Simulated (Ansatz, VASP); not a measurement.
**One calculation of Ir, two programs**

File INCAR:

```
ALGO     = Normal         # electronic algorithm
EDIFF    = 1E-7           # SCF threshold, eV
ENCUT    = 520            # plane-wave cutoff, eV
GGA      = PE             # functional
ISIF     = 2              # what is computed and relaxed
ISMEAR   = -1             # smearing method
LASPH    = True           # aspherical terms in the spheres
LCHARG   = False          # write CHGCAR
LREAL    = False          # projectors in reciprocal space
LWAVE    = False          # write WAVECAR
NBANDS   = 10             # bands
NELM     = 60             # most SCF steps
PREC     = Accurate       # precision mode
SIGMA    = 0.05           # smearing width, eV
```

File KPOINTS:

```
k-points
0
Gamma
  15 15 15
```

File POSCAR:

```
Ir
1.0
    0.0000000000      1.9197000000      1.9388970000
    1.9197000000      0.0000000000      1.9388970000
    1.9197000000      1.9197000000      0.0000000000
Ir
1
Direct
    0.0000000000      0.0000000000      0.0000000000
```

Input for Ansatz:

```yaml
crystal:
  lattice:
    - [0.0, 1.9197, 1.938897]
    - [1.9197, 0.0, 1.938897]
    - [1.9197, 1.9197, 0.0]
  atoms:
    - { symbol: Ir, position: [0.0, 0.0, 0.0] }
kpoints:
  mp_grid: { grid: [15, 15, 15] }
  band_path:
    path:
      - [0.0, 0.0, 0.0]
      - [0.0, 0.5, 0.5]
      - [0.25, 0.75, 0.5]
      - [0.0, 0.5, 0.0]
      - [0.0, 0.0, 0.0]
      - [0.5, 0.5, 0.0]
      - [0.3725370062, 0.6274629938, 0.0]
      - [-0.3725370062, 0.3725370062, 0.0]
      - [0.0, 0.0, 0.0]
    npoints: 5
scf:
  occupations: { method: fermi_dirac, width: 0.05 }
hamiltonian:
  xc: pbe
  pseudopotentials: { kind: all_electron, lapw: { basis_error: 0.0005 } }
output:
  forces: true
  stress: true
  eigenvalues: true
```

Change from the starting cell: zz strain of +1 %.

Alike in both runs: task single point; functional PBE; k mesh 15 × 15 × 15; occupations fermi-dirac, width 0.05 eV; no spin polarisation.

|  | VASP | Ansatz |
| --- | --- | --- |
| version | VASP 6.6.1 | Ansatz 0.2.0 |
| potentials or method | VASP PAW PBE potentials, release 64 (Ir), cutoff 520 eV | all-electron LAPW, scalar-relativistic |

|  | VASP | Ansatz | Ansatz less VASP |
| --- | --- | --- | --- |
| pressure (GPa) | 5.7 | 5.1 | -0.63 |
| traceless stress, the component that is largest in VASP (GPa) | -2.55 | -2.56 | -0.010 |

Ansatz ran all-electron here, and VASP with PAW potentials.

Neither program's run includes spin-orbit coupling.
